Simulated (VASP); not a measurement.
# AlAu (Pm-3m) in VASP: further runs

AlAu is run at these levels: LDA; tasks: single point, relaxation of volume and atoms at fixed shape.

Everything below comes from runs of VASP 6.6.1. Logs are shortened: lines on timing, memory, paths and dates and some standing lists are left out, and cuts for length are marked.

### 1 The cell of the first run

Symmetry: Pm-3m, No. 221, cubic system. Conventional cell: a = 3.148 Å, b = 3.148 Å, c = 3.148 Å, α = 90.00°, β = 90.00°, γ = 90.00°. Within 3.6 Å of Al (site symmetry m-3m) lie 8 Au at 2.73 Å and 6 Al at 3.15 Å. Within 3.6 Å of Au (site symmetry m-3m) lie 8 Al at 2.73 Å and 6 Au at 3.15 Å.

### 2 Single point, LDA

Contents of INCAR:

```
PREC     = Accurate       # precision mode
ENCUT    = 520            # plane-wave cutoff, eV
EDIFF    = 1E-7           # SCF threshold, eV
ISMEAR   = 1              # smearing method
SIGMA    = 0.05           # smearing width, eV
LREAL    = False          # projectors in reciprocal space
LASPH    = True           # aspherical terms in the spheres
NELM     = 100            # most SCF steps
ALGO     = Normal         # electronic algorithm
ISIF     = 2              # what is computed and relaxed
LWAVE    = False          # write WAVECAR
LCHARG   = False          # write CHGCAR
NBANDS   = 14             # bands
```

Contents of KPOINTS:

```
Automatic mesh
0
Gamma
  7 7 7
```

Contents of POSCAR:

```
AlAu
1.0
    3.1478164287      0.0000000000      0.0000000000
    0.0000000000      3.1478164287      0.0000000000
    0.0000000000      0.0000000000      3.1478164287
Al Au
1 1
Direct
    0.0000000000      0.0000000000      0.0000000000
    0.5000000000      0.5000000000      0.5000000000
```

Potentials or basis: VASP PAW LDA potentials, release 64 (Al, Au).

Command:

```console
cat potpaw_LDA.64/Al/POTCAR potpaw_LDA.64/Au/POTCAR > POTCAR
mpirun -np 1 vasp_std > vasp.out
```

OUTCAR:

```text
PREC = Accurate
   ENCUT = 520
   EDIFF = 1E-7
   ISMEAR = 1
   LREAL = False
   LASPH = True
   NELM = 100
   ISIF = 2

 ion  position               nearest neighbor table
   1  0.000  0.000  0.000-   2 2.73   2 2.73   2 2.73   2 2.73   2 2.73   2 2.73   2 2.73   2 2.73

   2  0.500  0.500  0.500-   1 2.73   1 2.73   1 2.73   1 2.73   1 2.73   1 2.73   1 2.73   1 2.73

  LATTYP: Found a simple cubic cell.
 ALAT       =     3.1478164287

  Lattice vectors:

 A1 = (   3.1478164287,   0.0000000000,   0.0000000000)
 A2 = (   0.0000000000,   3.1478164287,   0.0000000000)
 A3 = (   0.0000000000,   0.0000000000,   3.1478164287)

Analysis of symmetry for initial positions (statically):
=====================================================================
 Subroutine PRICEL returns:
 Original cell was already a primitive cell.

 Routine SETGRP: Setting up the symmetry group for a
 simple cubic supercell.

 Subroutine GETGRP returns: Found 48 space group operations
 (whereof 48 operations were pure point group operations)
 out of a pool of 48 trial point group operations.

The static configuration has the point symmetry O_h .

Analysis of symmetry for dynamics (positions and initial velocities):
=====================================================================
 Subroutine PRICEL returns:
 Original cell was already a primitive cell.

 Routine SETGRP: Setting up the symmetry group for a
 simple cubic supercell.

 Subroutine GETGRP returns: Found 48 space group operations
 (whereof 48 operations were pure point group operations)
 out of a pool of 48 trial point group operations.

The dynamic configuration has the point symmetry O_h .

 Subroutine INISYM returns: Found 48 space group operations
 (whereof 48 operations are pure point group operations),
 and found     1 'primitive' translations

----------------------------------------------------------------------------------------

                                     Primitive cell

  volume of cell :      31.1909

  direct lattice vectors                    reciprocal lattice vectors
     3.147816429  0.000000000  0.000000000     0.317680533  0.000000000  0.000000000
     0.000000000  3.147816429  0.000000000     0.000000000  0.317680533  0.000000000
     0.000000000  0.000000000  3.147816429     0.000000000  0.000000000  0.317680533

  length of vectors
     3.147816429  3.147816429  3.147816429     0.317680533  0.317680533  0.317680533

  position of ions in fractional coordinates (direct lattice)
     0.000000000  0.000000000  0.000000000
     0.500000000  0.500000000  0.500000000

  ion indices of the primitive-cell ions
   primitive index   ion index
                 1           1
                 2           2

----------------------------------------------------------------------------------------

 KPOINTS: Automatic mesh

Automatic generation of k-mesh.
 Grid dimensions read from file:
 generate k-points for:    7    7    7

 Generating k-lattice:

  Cartesian coordinates                     Fractional coordinates (reciprocal lattice)
     0.045382933  0.000000000  0.000000000     0.142857143  0.000000000  0.000000000
     0.000000000  0.045382933  0.000000000     0.000000000  0.142857143  0.000000000
     0.000000000  0.000000000  0.045382933     0.000000000  0.000000000  0.142857143

  Length of vectors
     0.045382933  0.045382933  0.045382933

  Shift w.r.t. Gamma in fractional coordinates (k-lattice)
     0.000000000  0.000000000  0.000000000

 Subroutine IBZKPT returns following result:
 ===========================================

 Found     20 irreducible k-points:

 Following reciprocal coordinates:
            Coordinates               Weight
  0.000000  0.000000  0.000000      1.000000
  0.142857  0.000000  0.000000      6.000000
  0.285714  0.000000  0.000000      6.000000
  0.428571  0.000000  0.000000      6.000000
  0.142857  0.142857  0.000000     12.000000
  0.285714  0.142857  0.000000     24.000000
[... 12 lines left out ...]
  0.428571  0.428571  0.285714     24.000000
  0.428571  0.428571  0.428571      8.000000
   k-points           NKPTS =     20   k-points in BZ     NKDIM =     20   number of bands    NBANDS=     14
   number of dos      NEDOS =    301   number of ions     NIONS =      2
   total plane-waves  NPLWV =  13824
   dimension x,y,z NGX =    24 NGY =   24 NGZ =   24
   dimension x,y,z NGXF=    48 NGYF=   48 NGZF=   48
   ions per type =               1   1
   NGX,Y,Z   is equivalent  to a cutoff of  12.68, 12.68, 12.68 a.u.
   NGXF,Y,Z  is equivalent  to a cutoff of  25.35, 25.35, 25.35 a.u.
 SYSTEM =  unknown system
   PREC   = accura    normal or accurate (medium, high low for compatibility)
   ISTART =      0    job   : 0-new  1-cont  2-samecut
   ICHARG =      2    charge: 1-file 2-atom 10-const
   ISPIN  =      1    spin polarized calculation?
   LNONCOLLINEAR =      F non collinear calculations
   LSORBIT =      F    spin-orbit coupling
   LASPH  =      T    aspherical Exc in radial PAW
   ENCUT  =  520.0 eV  38.22 Ry    6.18 a.u.   5.85  5.85  5.85*2*pi/ulx,y,z
   NELM   =    100;   NELMIN=  2; NELMDL= -5     # of ELM steps
   EDIFF  = 0.1E-06   stopping-criterion for ELM
   LREAL  =      F    real-space projection
   EDIFFG = 0.1E-05   stopping-criterion for IOM
   NSW    =      0    number of steps for IOM
   IBRION =     -1    ionic relax: 0-MD 1-quasi-New 2-CG
   NFREE  =      0    steps in history (QN), initial steepest desc. (CG)
   ISIF   =      2    stress and relaxation
   ISYM   =      2    0-nonsym 1-usesym 2-fastsym
   POTIM  = 0.5000    time-step for ionic-motion
   TEBEG  =    0.0;   TEEND  =   0.0 temperature during run
   PSTRESS=    0.0 pullay stress
   NELECT =      14.0000    total number of electrons
   NUPDOWN=      -1.0000    fix difference up-down
   EMIN   =  10.00;   EMAX   =-10.00  energy-range for DOS
   EFERMI =   0.00;   METHOD = LEGACY
   ISMEAR =     1;   SIGMA  =   0.05  broadening in eV -4-tet -1-fermi 0-gaus
   EFERMI_NEDOS =   21; number of points for ismear=-14 and -15
   IALGO  =     38    algorithm
   IMIX   =      4    mixing-type and parameters
     AMIX     =   0.40;   BMIX     =  1.00
     AMIX_MAG =   1.60;   BMIX_MAG =  1.00
  volume/ion in A,a.u.               =      15.60       105.24
  Fermi-wavevector in a.u.,A,eV,Ry     =   1.253453  2.368683 21.376723  1.571145
  Thomas-Fermi vector in A             =   2.387305
   LORBIT       =      0    0 simple, 1 ext, 2 COOP (PROOUT), +10 PAW based schemes
   GGA     = CA    functional components
   LHFCALC =     F    Hartree Fock is set to
   AEXX    =    0.0000 exact exchange contribution
   IVDW    =     0    specifies the selected vdW correction
   LEPSILON=     F    determine dielectric tensor
   LRPA    =     F    only Hartree local field effects (RPA)
 non-spin polarized calculation
 Methfessel and Paxton  Order N= 1 SIGMA  =   0.05
  energy-cutoff  :      520.00
  volume of cell :       31.19
 maximum number of plane-waves:       861
 NGX is ok and might be reduce to    24
   NGX = 11   NGY = 11   NGZ = 11

 number of electron      14.0000003 magnetization

 Free energy of the ion-electron system (eV)
  ---------------------------------------------------
  ext. energy  EPLUGINS =         0.00000000
  ---------------------------------------------------
  free energy    TOTEN  =        -9.24773434 eV

  energy without entropy =       -9.24790578  energy(sigma->0) =       -9.24779149

 E-fermi :  10.5043     XC(G=0): -12.0446

 val. band max:       10.4795703742   @ k =   0.4286   0.4286   0.4286
 cond. band min:      10.5426448315   @ k =   0.4286   0.4286   0.2857
 fundamental gap:      0.0630744573
 Fermi energy:        10.5042939808

 k-point     1 :       0.0000    0.0000    0.0000
  band No.  band energies     occupation
      1      -1.5568      2.00000
      2       3.3088      2.00000
      3       3.3088      2.00000
      4       5.4445      2.00000
      5       5.4445      2.00000
      6       5.4445      2.00000
      7      13.2751      0.00000
      8      13.2751      0.00000
      9      13.2751      0.00000
     10      17.7799      0.00000
     11      18.0757      0.00000
     12      18.0757      0.00000
     13      27.3226      0.00000
     14      27.3226      0.00000

 k-point     2 :       0.1429    0.0000    0.0000
  band No.  band energies     occupation
      1      -1.2072      2.00000
      2       3.3788      2.00000
      3       3.4435      2.00000
      4       5.2266      2.00000
      5       5.2266      2.00000
      6       5.4687      2.00000
      7      11.2837     -0.00000
      8      13.8157      0.00000
      9      13.8157      0.00000
     10      17.6684      0.00000
     11      18.0672      0.00000
     12      20.4300      0.00000
     13      25.0617      0.00000
     14      25.0617      0.00000

 k-point     3 :       0.2857    0.0000    0.0000
  band No.  band energies     occupation
      1      -0.2172      2.00000
      2       3.5430      2.00000
      3       3.6198      2.00000
      4       4.7947      2.00000
      5       4.7947      2.00000
      6       5.5237      2.00000
      7       8.6598      2.00000
      8      15.2134      0.00000
      9      15.2134      0.00000
     10      16.8199      0.00000
     11      18.5413      0.00000
     12      22.1775      0.00000
     13      22.1775      0.00000
     14      23.4472      0.00000

 k-point     4 :       0.4286    0.0000    0.0000
  band No.  band energies     occupation
      1       1.1510      2.00000
      2       3.1457      2.00000
      3       3.6823      2.00000
      4       4.4910      2.00000
      5       4.4910      2.00000
      6       5.5685      2.00000
      7       7.1953      2.00000
      8      16.1910      0.00000
      9      17.0924      0.00000
     10      17.0924      0.00000
     11      19.4097      0.00000
     12      19.6098      0.00000
     13      19.6098      0.00000
     14      21.2650      0.00000

 k-point     5 :       0.1429    0.1429    0.0000
  band No.  band energies     occupation
      1      -0.8635      2.00000
      2       3.4660      2.00000
      3       3.5738      2.00000
      4       4.9790      2.00000
      5       5.2178      2.00000
      6       5.2958      2.00000
      7      11.7027      0.00000
      8      11.7959      0.00000
      9      14.3406      0.00000
     10      17.6746      0.00000
     11      20.1124      0.00000
[... 208 lines left out ...]
 k-point    18 :       0.4286    0.2857    0.2857
  band No.  band energies     occupation
      1       2.3334      2.00000
      2       3.3964      2.00000
      3       3.4981      2.00000
      4       4.9552      2.00000
      5       5.0244      2.00000
      6       6.5159      2.00000
      7       8.8085      2.00000
      8      12.3392      0.00000
      9      13.2514      0.00000
     10      14.4625      0.00000
     11      15.4625      0.00000
     12      18.6111      0.00000
     13      21.9606      0.00000
     14      25.6614      0.00000

 k-point    19 :       0.4286    0.4286    0.2857
  band No.  band energies     occupation
      1       2.3864      2.00000
      2       3.2510      2.00000
      3       3.3244      2.00000
      4       5.0553      2.00000
      5       6.1195      2.00000
      6       7.5394      2.00000
      7       9.6003      2.00000
      8      10.5426      0.03776
      9      11.8173      0.00000
     10      14.5990      0.00000
     11      16.0956      0.00000
     12      17.0024      0.00000
     13      19.1838      0.00000
     14      27.3391      0.00000

 k-point    20 :       0.4286    0.4286    0.4286
  band No.  band energies     occupation
      1       2.6781      2.00000
      2       2.8882      2.00000
      3       2.8882      2.00000
      4       6.1775      2.00000
      5       6.1775      2.00000
      6       8.9238      2.00000
      7      10.4796      1.73409
      8      11.2374     -0.00000
      9      11.2374     -0.00000
     10      13.6548      0.00000
     11      14.8060      0.00000
     12      14.8060      0.00000
     13      16.3670      0.00000
     14      30.7561      0.00000

------------------------ aborting loop because EDIFF is reached ----------------------------------------

  FORCE on cell =-STRESS in cart. coord.  units (eV):
  Direction    XX          YY          ZZ          XY          YZ          ZX
  --------------------------------------------------------------------------------------
  -------------------------------------------------------------------------------------
  Total        0.0604728      0.0604728      0.0604728     -0.0000000      0.0000000      0.0000000
  in kB        3.1062920      3.1062920      3.1062920     -0.0000000      0.0000000      0.0000000
  external PRESSURE =       3.1062920 kB  Pullay stress =       0.0000000 kB

 VOLUME and BASIS-vectors are now :
 -----------------------------------------------------------------------------
  energy-cutoff  :      520.00
  volume of cell :       31.19
      direct lattice vectors                 reciprocal lattice vectors
     3.147816429  0.000000000  0.000000000     0.317680533  0.000000000  0.000000000
     0.000000000  3.147816429  0.000000000     0.000000000  0.317680533  0.000000000
     0.000000000  0.000000000  3.147816429     0.000000000  0.000000000  0.317680533

 POSITION                                       TOTAL-FORCE (eV/Angst)
 -----------------------------------------------------------------------------------
      0.00000      0.00000      0.00000         0.000000      0.000000      0.000000
      1.57391      1.57391      1.57391         0.000000      0.000000      0.000000
 -----------------------------------------------------------------------------------
    total drift:                                0.000000     -0.000000     -0.000000

  FREE ENERGIE OF THE ION-ELECTRON SYSTEM (eV)
  ---------------------------------------------------
  free  energy   TOTEN  =        -9.2477343445 eV

  energy  without entropy=       -9.2479057820  energy(sigma->0) =       -9.24779149
```

Wall time 7.7 s (1 thread of Intel Xeon 6975P-C, shared host); peak memory 0.13 GiB.

What came out:

```
Free energy            : -9.2477 eV
Pressure               : 0.3 GPa
Band gap on the k mesh : zero (band 7 reaches 13.28 eV, above the bottom of band 8 at 9.82 eV)
```

Caveat: spin-orbit coupling is left out, which moves the levels of the heavy elements.

### 3 Relaxation of volume and atoms at fixed shape, LDA

This run uses another cell than the first one, of 16.75 Å³/atom, 1.074 times its volume.

Contents of INCAR:

```
SYSTEM = AlAu
ALGO = Normal ; EDIFF = 1E-6
EDIFFG = -0.01 ; ENCUT = 600
IBRION = 2 ; ISIF = 8
ISMEAR = 1 ; LASPH = .TRUE.
LCHARG = .FALSE. ; LREAL = .FALSE.
LWAVE = .FALSE. ; NELM = 60
NSW = 80 ; PREC = Accurate
SIGMA = 0.05
```

Contents of KPOINTS:

```
k-points
0
G
  7 7 7
  0 0 0
```

Contents of POSCAR:

```
AlAu
1.0
    3.2239420000      0.0000000000      0.0000000000
    0.0000000000      3.2239420000      0.0000000000
    0.0000000000      0.0000000000      3.2239420000
Al Au
1 1
Direct
    0.0000000000      0.0000000000      0.0000000000
    0.5000000000      0.5000000000      0.5000000000
```

Potentials or basis: VASP PAW LDA potentials, release 64 (Al, Au).

Command:

```console
cat potpaw_LDA.64/Al/POTCAR potpaw_LDA.64/Au/POTCAR > POTCAR
mpirun -np 1 vasp_std > vasp.out
```

It took 37 s on 1 thread of Intel Xeon 6975P-C, shared host; peak memory 0.15 GiB.

It converged, with:

- Free energy: -9.2480 eV
- Relaxed volume: 15.65 Å³/atom
- Relaxed cell: a = 3.151 Å, b = 3.151 Å, c = 3.151 Å, α = 90.00°, β = 90.00°, γ = 90.00°
- Space group after relaxing (to 0.05 Å): Pm-3m (No. 221)
- Energy gained by relaxing: 32.5 meV/atom
- Ionic steps: 3
- Pressure after relaxing: -0.1 GPa
- Band gap on the k mesh: zero (band 7 reaches 13.22 eV, above the bottom of band 8 at 9.77 eV)

The path:
| step | energy change (eV) | largest force (eV/Å) | pressure (GPa) | volume (Å³) |
| --- | --- | --- | --- | --- |
| 1 | 0.0000 | 0.0000 | -8.66 | 33.51 |
| 2 | 0.0001 | 0.0000 | 11.33 | 29.30 |
| 3 | -0.0651 | 0.0000 | -0.08 | 31.29 |

Final structure:
```
Al Au
1.0
     3.15119    0.00000    0.00000
     0.00000    3.15119    0.00000
     0.00000    0.00000    3.15119
Al Au
1 1
Cartesian
  0.0000 0.0000 0.0000
  1.5756 1.5756 1.5756
```

Levels at points of the mesh, in eV from the Fermi level:
```csv
k point,band 5,band 6,band 7,band 8,band 9,band 10
"(0.00, 0.00, 0.00)",-5.04,-5.04,2.78,2.78,2.78,7.25
```

Caveat: spin-orbit coupling is left out, which moves the levels of the heavy elements.
